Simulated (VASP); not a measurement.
# HfC in VASP: further runs

Runs on HfC. Level: PBE. Tasks: single point.

Program: VASP 6.6.1. These are calculated values, not measurements. Logs are shortened: lines on timing, memory, paths and dates and some standing lists are left out, and cuts for length are marked.

### 1 The cell of the first run

Symmetry: F-43m, No. 216, cubic system. The conventional cell has a = 5.044 Å, b = 5.044 Å, c = 5.044 Å, α = 90.00°, β = 90.00°, γ = 90.00°. Hf (site symmetry -43m) has 4 C at 2.18 Å within 2.9 Å. Within 2.9 Å of C (site symmetry -43m) lie 4 Hf at 2.18 Å.

### 2 Single point, PBE

Contents of INCAR:

```
SYSTEM = HfC
ALGO = Normal
EDIFF = 1E-7
ENCUT = 520
GGA = PE
ISIF = 2
ISMEAR = 0
LASPH = .TRUE.
LCHARG = .FALSE.
LREAL = .FALSE.
LWAVE = .FALSE.
NBANDS = 22
NELM = 100
PREC = Accurate
SIGMA = 0.05
```

Contents of KPOINTS:

```
k-points
0
G
  8 8 8
  0 0 0
```

Contents of POSCAR:

```
HfC
1.0
    0.0000000000      2.5221071717      2.5221071717
    2.5221071717      0.0000000000      2.5221071717
    5.0442143434      5.0442143434      0.0000000000
Hf C
2 2
Direct
    0.0000000000      0.0000000000      0.0000000000
    0.0000000000      0.0000000000      0.5000000000
    0.2500000000      0.2500000000      0.1250000000
    0.2500000000      0.2500000000      0.6250000000
```

Potentials or basis: VASP PAW PBE potentials, release 64 (Hf_pv, C).

The run is started by

```console
> cat potpaw_PBE.64/Hf_pv/POTCAR potpaw_PBE.64/C/POTCAR > POTCAR
> mpirun -np 1 vasp_std > vasp.out
```

OUTCAR:

```text
SYSTEM = HfC
   EDIFF = 1E-7
   ENCUT = 520
   GGA = PE
   ISIF = 2
   ISMEAR = 0
   LASPH = .TRUE.
   LREAL = .FALSE.
   NELM = 100
   PREC = Accurate

 ion  position               nearest neighbor table
   1  0.000  0.000  0.000-   3 2.18   4 2.18   3 2.18   3 2.18   2 3.57   2 3.57   2 3.57   2 3.57
                             2 3.57   2 3.57
   2  0.000  0.000  0.500-   3 2.18   4 2.18   4 2.18   4 2.18   1 3.57   1 3.57   1 3.57   1 3.57
                             1 3.57   1 3.57
   3  0.250  0.250  0.125-   1 2.18   1 2.18   1 2.18   2 2.18
   4  0.250  0.250  0.625-   2 2.18   2 2.18   1 2.18   2 2.18

  LATTYP: Found a trigonal (rhomboedric) cell.
 ALAT       =     6.1778756473
 COS(alpha) =     0.8333333333

  Lattice vectors:

 A1 = (   5.0442143434,   2.5221071717,  -2.5221071717)
 A2 = (   2.5221071717,   2.5221071717,  -5.0442143434)
 A3 = (   2.5221071717,   5.0442143434,  -2.5221071717)

Analysis of symmetry for initial positions (statically):
=====================================================================
 Subroutine PRICEL returns following result:

  LATTYP: Found a face centered cubic cell.
 ALAT       =     5.0442143434

  Lattice vectors:

 A1 = (   0.0000000000,   2.5221071717,   2.5221071717)
 A2 = (   2.5221071717,   0.0000000000,   2.5221071717)
 A3 = (   2.5221071717,   2.5221071717,   0.0000000000)

   2 primitive cells build up your supercell.

 Routine SETGRP: Setting up the symmetry group for a
 trigonal (rhombohedral) supercell.

 Subroutine GETGRP returns: Found  6 space group operations
 (whereof  6 operations were pure point group operations)
 out of a pool of 12 trial point group operations.

The static configuration has the point symmetry C_3v.

Analysis of symmetry for dynamics (positions and initial velocities):
=====================================================================
 Subroutine PRICEL returns following result:

  LATTYP: Found a face centered cubic cell.
 ALAT       =     5.0442143434

  Lattice vectors:

 A1 = (   0.0000000000,   2.5221071717,   2.5221071717)
 A2 = (   2.5221071717,   0.0000000000,   2.5221071717)
 A3 = (   2.5221071717,   2.5221071717,   0.0000000000)

   2 primitive cells build up your supercell.

 Routine SETGRP: Setting up the symmetry group for a
 trigonal (rhombohedral) supercell.

 Subroutine GETGRP returns: Found  6 space group operations
 (whereof  6 operations were pure point group operations)
 out of a pool of 12 trial point group operations.

The dynamic configuration has the point symmetry C_3v.

 Subroutine INISYM returns: Found  6 space group operations
 (whereof  6 operations are pure point group operations),
 and found     2 'primitive' translations

----------------------------------------------------------------------------------------

                                     Primitive cell

  volume of cell :      32.0864

  direct lattice vectors                    reciprocal lattice vectors
     0.000000000  2.522107172  2.522107172    -0.198246928  0.198246928  0.198246928
     2.522107172  0.000000000  2.522107172     0.198246928 -0.198246928  0.198246928
     2.522107172  2.522107172  0.000000000     0.198246928  0.198246928 -0.198246928

  length of vectors
     3.566798168  3.566798168  3.566798168     0.343373753  0.343373753  0.343373753

  position of ions in fractional coordinates (direct lattice)
     0.000000000  0.000000000  0.000000000
     0.250000000  0.250000000  0.250000000

  ion indices of the primitive-cell ions
   primitive index   ion index
                 1           1
                 2           3

----------------------------------------------------------------------------------------

 KPOINTS: k-points

Automatic generation of k-mesh.
 Grid dimensions read from file:
 generate k-points for:    8    8    8

 Generating k-lattice:

  Cartesian coordinates                     Fractional coordinates (reciprocal lattice)
    -0.024780866  0.024780866  0.024780866     0.125000000  0.000000000  0.000000000
     0.024780866 -0.024780866  0.024780866     0.000000000  0.125000000  0.000000000
     0.012390433  0.012390433 -0.012390433     0.000000000  0.000000000  0.125000000

  Length of vectors
     0.042921719  0.042921719  0.021460860

  Shift w.r.t. Gamma in fractional coordinates (k-lattice)
     0.000000000  0.000000000  0.000000000

 Subroutine IBZKPT returns following result:
 ===========================================

 Found     65 irreducible k-points:

 Following reciprocal coordinates:
            Coordinates               Weight
  0.000000  0.000000  0.000000      1.000000
  0.125000  0.000000  0.000000      6.000000
  0.250000  0.000000  0.000000      6.000000
  0.375000  0.000000  0.000000      6.000000
  0.500000  0.000000  0.000000      3.000000
  0.125000  0.125000  0.000000      6.000000
[... 16 lines left out ...]
  0.375000  0.000000  0.125000      6.000000
  0.500000  0.000000  0.125000      6.000000
 [... further k-points ...]
   k-points           NKPTS =     65   k-points in BZ     NKDIM =     65   number of bands    NBANDS=     22
   number of dos      NEDOS =    301   number of ions     NIONS =      4
   total plane-waves  NPLWV =  42336
   dimension x,y,z NGX =    28 NGY =   28 NGZ =   54
   dimension x,y,z NGXF=    56 NGYF=   56 NGZF=  108
   ions per type =               2   2
   NGX,Y,Z   is equivalent  to a cutoff of  13.05, 13.05, 12.58 a.u.
   NGXF,Y,Z  is equivalent  to a cutoff of  26.10, 26.10, 25.17 a.u.
 SYSTEM =  HfC
   PREC   = accura    normal or accurate (medium, high low for compatibility)
   ISTART =      0    job   : 0-new  1-cont  2-samecut
   ICHARG =      2    charge: 1-file 2-atom 10-const
   ISPIN  =      1    spin polarized calculation?
   LNONCOLLINEAR =      F non collinear calculations
   LSORBIT =      F    spin-orbit coupling
   LASPH  =      T    aspherical Exc in radial PAW
   ENCUT  =  520.0 eV  38.22 Ry    6.18 a.u.   6.63  6.63 13.26*2*pi/ulx,y,z
   NELM   =    100;   NELMIN=  2; NELMDL= -5     # of ELM steps
   EDIFF  = 0.1E-06   stopping-criterion for ELM
   LREAL  =      F    real-space projection
   EDIFFG = 0.1E-05   stopping-criterion for IOM
   NSW    =      0    number of steps for IOM
   IBRION =     -1    ionic relax: 0-MD 1-quasi-New 2-CG
   NFREE  =      0    steps in history (QN), initial steepest desc. (CG)
   ISIF   =      2    stress and relaxation
   ISYM   =      2    0-nonsym 1-usesym 2-fastsym
   POTIM  = 0.5000    time-step for ionic-motion
   TEBEG  =    0.0;   TEEND  =   0.0 temperature during run
   PSTRESS=    0.0 pullay stress
   NELECT =      28.0000    total number of electrons
   NUPDOWN=      -1.0000    fix difference up-down
   EMIN   =  10.00;   EMAX   =-10.00  energy-range for DOS
   EFERMI =   0.00;   METHOD = LEGACY
   ISMEAR =     0;   SIGMA  =   0.05  broadening in eV -4-tet -1-fermi 0-gaus
   EFERMI_NEDOS =   21; number of points for ismear=-14 and -15
   IALGO  =     38    algorithm
   IMIX   =      4    mixing-type and parameters
     AMIX     =   0.40;   BMIX     =  1.00
     AMIX_MAG =   1.60;   BMIX_MAG =  1.00
  volume/ion in A,a.u.               =      16.04       108.26
  Fermi-wavevector in a.u.,A,eV,Ry     =   1.241683  2.346440 20.977136  1.541776
  Thomas-Fermi vector in A             =   2.376070
   LORBIT       =      0    0 simple, 1 ext, 2 COOP (PROOUT), +10 PAW based schemes
   GGA     = PE    functional components
   LHFCALC =     F    Hartree Fock is set to
   AEXX    =    0.0000 exact exchange contribution
   IVDW    =     0    specifies the selected vdW correction
   LEPSILON=     F    determine dielectric tensor
   LRPA    =     F    only Hartree local field effects (RPA)
 non-spin polarized calculation
 Gauss-broadening in eV      SIGMA  =   0.05
  energy-cutoff  :      520.00
  volume of cell :       64.17
 maximum number of plane-waves:      1756
   NGX = 13   NGY = 13   NGZ = 27

 number of electron      28.0000000 magnetization

 Free energy of the ion-electron system (eV)
  ---------------------------------------------------
  ext. energy  EPLUGINS =         0.00000000
  ---------------------------------------------------
  free energy    TOTEN  =       -39.51387350 eV

  energy without entropy =      -39.51387338  energy(sigma->0) =      -39.51387344

 E-fermi :   3.8057     XC(G=0): -10.8049

 val. band max:        3.6589445324   @ k =  -0.2500   0.2500   0.0000
 cond. band min:       3.9522927176   @ k =  -0.2500   0.2500   0.0000
 fundamental gap:      0.2933481852
 Fermi energy:         3.8057226799

 k-point     1 :       0.0000    0.0000    0.0000
  band No.  band energies     occupation
      1     -26.3125      2.00000
      2     -26.0429      2.00000
      3     -26.0429      2.00000
      4     -25.9970      2.00000
      5     -25.9969      2.00000
      6     -25.9969      2.00000
[... 14 lines left out ...]
     21      10.2900      0.00000
     22      10.7267      0.00000

 k-point     2 :       0.1250    0.0000    0.0000
  band No.  band energies     occupation
      1     -26.2944      2.00000
      2     -26.0708      2.00000
      3     -26.0532      2.00000
      4     -26.0446      2.00000
      5     -26.0038      2.00000
      6     -26.0036      2.00000
[... 14 lines left out ...]
     21      10.7564      0.00000
     22      11.1727      0.00000

 k-point     3 :       0.2500    0.0000    0.0000
  band No.  band energies     occupation
      1     -26.2641      2.00000
      2     -26.1575      2.00000
      3     -26.1232      2.00000
      4     -26.0780      2.00000
      5     -26.0201      2.00000
      6     -26.0200      2.00000
[... 14 lines left out ...]
     21      10.6281      0.00000
     22      11.8308      0.00000

 k-point     4 :       0.3750    0.0000    0.0000
  band No.  band energies     occupation
      1     -26.2814      2.00000
      2     -26.2675      2.00000
      3     -26.1261      2.00000
      4     -26.1027      2.00000
      5     -26.0363      2.00000
      6     -26.0362      2.00000
[... 14 lines left out ...]
     21      10.0621      0.00000
     22      10.4881      0.00000

 k-point     5 :       0.5000    0.0000    0.0000
  band No.  band energies     occupation
      1     -26.3123      2.00000
      2     -26.3023      2.00000
      3     -26.1130      2.00000
      4     -26.1129      2.00000
      5     -26.0430      2.00000
      6     -26.0429      2.00000
[... 14 lines left out ...]
     21       9.4725      0.00000
     22       9.4725      0.00000

 k-point     6 :       0.1250    0.1250    0.0000
  band No.  band energies     occupation
      1     -26.2796      2.00000
      2     -26.0765      2.00000
      3     -26.0442      2.00000
      4     -26.0430      2.00000
      5     -26.0141      2.00000
      6     -26.0140      2.00000
[... 14 lines left out ...]
     21      11.0665      0.00000
     22      11.3214      0.00000

 k-point     7 :       0.2500    0.1250    0.0000
  band No.  band energies     occupation
      1     -26.2478      2.00000
      2     -26.1279      2.00000
      3     -26.1123      2.00000
      4     -26.0588      2.00000
      5     -26.0329      2.00000
      6     -26.0285      2.00000
[... 324 lines left out ...]
      6     -25.9986      2.00000
[... 14 lines left out ...]
     21      10.3932      0.00000
     22      11.0205      0.00000

 k-point    21 :       0.1250    0.0000    0.1250
  band No.  band energies     occupation
      1     -26.2970      2.00000
      2     -26.0760      2.00000
      3     -26.0497      2.00000
      4     -26.0355      2.00000
      5     -26.0072      2.00000
      6     -26.0048      2.00000
[... 14 lines left out ...]
     21      10.9982      0.00000
     22      11.1418      0.00000

 k-point    22 :       0.2500    0.0000    0.1250
  band No.  band energies     occupation
      1     -26.2659      2.00000
      2     -26.1416      2.00000
      3     -26.1388      2.00000
      4     -26.0736      2.00000
      5     -26.0245      2.00000
      6     -26.0186      2.00000
[... 14 lines left out ...]
     21      11.0142      0.00000
     22      11.4497      0.00000

 k-point    23 :       0.3750    0.0000    0.1250
  band No.  band energies     occupation
      1     -26.2734      2.00000
      2     -26.2508      2.00000
      3     -26.1504      2.00000
      4     -26.0986      2.00000
      5     -26.0404      2.00000
      6     -26.0376      2.00000
[... 14 lines left out ...]
     21      10.4037      0.00000
     22      10.8117      0.00000

 k-point    24 :       0.5000    0.0000    0.1250
  band No.  band energies     occupation
      1     -26.3075      2.00000
      2     -26.2964      2.00000
      3     -26.1169      2.00000
      4     -26.1103      2.00000
      5     -26.0504      2.00000
      6     -26.0456      2.00000
[... 14 lines left out ...]
     21       9.6914      0.00000
     22       9.7813      0.00000

 [... further k-points ...]

------------------------ aborting loop because EDIFF is reached ----------------------------------------

  FORCE on cell =-STRESS in cart. coord.  units (eV):
  Direction    XX          YY          ZZ          XY          YZ          ZX
  --------------------------------------------------------------------------------------
  -------------------------------------------------------------------------------------
  Total       -0.1537471     -0.1537471     -0.1537471      0.0025629     -0.0025629     -0.0025629
  in kB       -3.8385481     -3.8385481     -3.8385481      0.0639882     -0.0639882     -0.0639882
  external PRESSURE =      -3.8385481 kB  Pullay stress =       0.0000000 kB

 VOLUME and BASIS-vectors are now :
 -----------------------------------------------------------------------------
  energy-cutoff  :      520.00
  volume of cell :       64.17
      direct lattice vectors                 reciprocal lattice vectors
     0.000000000  2.522107172  2.522107172    -0.198246928  0.198246928  0.198246928
     2.522107172  0.000000000  2.522107172     0.198246928 -0.198246928  0.198246928
     5.044214343  5.044214343  0.000000000     0.099123464  0.099123464 -0.099123464

 POSITION                                       TOTAL-FORCE (eV/Angst)
 -----------------------------------------------------------------------------------
      0.00000      0.00000      0.00000        -0.000229     -0.000229      0.000229
      2.52211      2.52211      0.00000        -0.000229     -0.000229      0.000229
      1.26105      1.26105      1.26105         0.000229      0.000229     -0.000229
      3.78316      3.78316      1.26105         0.000229      0.000229     -0.000229
 -----------------------------------------------------------------------------------
    total drift:                               -0.000009     -0.000009      0.000006

  FREE ENERGIE OF THE ION-ELECTRON SYSTEM (eV)
  ---------------------------------------------------
  free  energy   TOTEN  =       -39.5138735041 eV

  energy  without entropy=      -39.5138733812  energy(sigma->0) =      -39.51387344
```

Run time: 1.7 min. Hardware: 1 thread of AMD EPYC 7R43 (Zen 3), shared host; peak memory 0.2 GiB.

What came out:

```yaml
Free_energy: -39.5139 eV
Pressure: -0.4 GPa
Band_gap_on_the_k_mesh: 0.29 eV
```

Levels at points of the mesh, in eV from the valence-band top:
| k point | band 11 | band 12 | band 13 | band 14 | band 15 | band 16 | band 17 | band 18 |
| --- | --- | --- | --- | --- | --- | --- | --- | --- |
| (0.00, 0.00, 0.00) | -2.25 | -2.25 | -1.66 | -1.66 | 3.24 | 3.60 | 3.60 | 3.91 |
| (0.50, 0.00, 0.00) | -1.66 | -1.66 | -0.06 | -0.06 | 0.48 | 3.91 | 4.34 | 4.34 |
| (0.00, 0.00, 0.50) | -1.87 | -1.87 | -1.87 | -1.87 | 3.29 | 3.29 | 3.29 | 3.29 |
| (0.50, 0.00, 0.50) | -1.52 | -1.52 | -0.94 | -0.94 | 1.62 | 1.62 | 4.19 | 4.19 |

Caveat: spin-orbit coupling is left out, which moves the levels of the heavy elements.

### 3 Single point, PBE

Contents of INCAR:

```
PREC     = Accurate       # precision mode
ENCUT    = 520            # plane-wave cutoff, eV
EDIFF    = 1E-7           # SCF threshold, eV
ISMEAR   = 0              # smearing method
SIGMA    = 0.05           # smearing width, eV
LREAL    = False          # projectors in reciprocal space
LASPH    = True           # aspherical terms in the spheres
NELM     = 80             # most SCF steps
ALGO     = Normal         # electronic algorithm
ISIF     = 2              # what is computed and relaxed
LWAVE    = False          # write WAVECAR
LCHARG   = True           # write CHGCAR
GGA      = PE             # functional
LELF     = True           # ELF
LVHAR    = True         
NBANDS   = 22             # bands
```

Contents of KPOINTS:

```
Automatic mesh
0
Gamma
  8 8 8
```

Contents of POSCAR:

```
HfC
1.0
   -0.0022556239      2.5239785444      2.5183595058
    2.5203573664     -0.0011115043      2.5172153862
    5.0427698392      5.0477239559     -0.0042781150
Hf C
2 2
Direct
   -0.0030666816      0.0143044905      0.0020030626
   -0.0032555214      0.0144853437      0.5020064131
    0.2471733394      0.2642297199      0.1271015564
    0.2469660276      0.2644349947      0.6271052647
```

Potentials or basis: VASP PAW PBE potentials, release 64 (Hf_pv, C).

The run is started by

```console
> cat potpaw_PBE.64/Hf_pv/POTCAR potpaw_PBE.64/C/POTCAR > POTCAR
> mpirun -np 1 vasp_std > vasp.out
```

Run time: 6.7 min. Hardware: 1 thread of AMD EPYC 7R43 (Zen 3), shared host; peak memory 0.4 GiB.

It converged, with:

| Property | Result |
| --- | --- |
| Free energy | -39.5139 eV |
| Pressure | -0.3 GPa |
| Band gap on the k mesh | 0.29 eV |

Stress tensor (GPa, compression positive):
```
-0.32  0.03  0.07
 0.03 -0.35  0.02
 0.07  0.02 -0.30
```

Levels at points of the mesh, in eV from the valence-band top:
```tsv
k point	band 10	band 11	band 12	band 13	band 14	band 15	band 16	band 17	band 18	band 19
(0.00, 0.00, 0.00)	-2.26	-2.26	-2.25	-1.67	-1.66	3.24	3.58	3.61	3.90	4.34
(0.50, 0.00, 0.00)	-2.98	-1.67	-1.66	-0.07	-0.06	0.47	3.90	4.33	4.35	4.39
(0.00, 0.50, 0.00)	-2.97	-1.67	-1.66	-0.07	-0.06	0.48	3.90	4.33	4.35	4.39
(0.50, 0.50, 0.00)	-2.97	-1.67	-1.66	-0.08	-0.07	0.49	3.90	4.34	4.35	4.39
(0.00, 0.00, 0.50)	-3.07	-1.88	-1.88	-1.87	-1.87	3.28	3.28	3.30	3.30	5.05
(0.50, 0.00, 0.50)	-3.33	-1.52	-1.52	-0.93	-0.93	1.61	1.61	4.18	4.18	4.50
(0.00, 0.50, 0.50)	-3.33	-1.52	-1.52	-0.94	-0.94	1.62	1.62	4.18	4.18	4.51
(0.50, 0.50, 0.50)	-3.32	-1.52	-1.52	-0.95	-0.95	1.62	1.62	4.19	4.19	4.51
```

Caveat: spin-orbit coupling is left out, which moves the levels of the heavy elements.
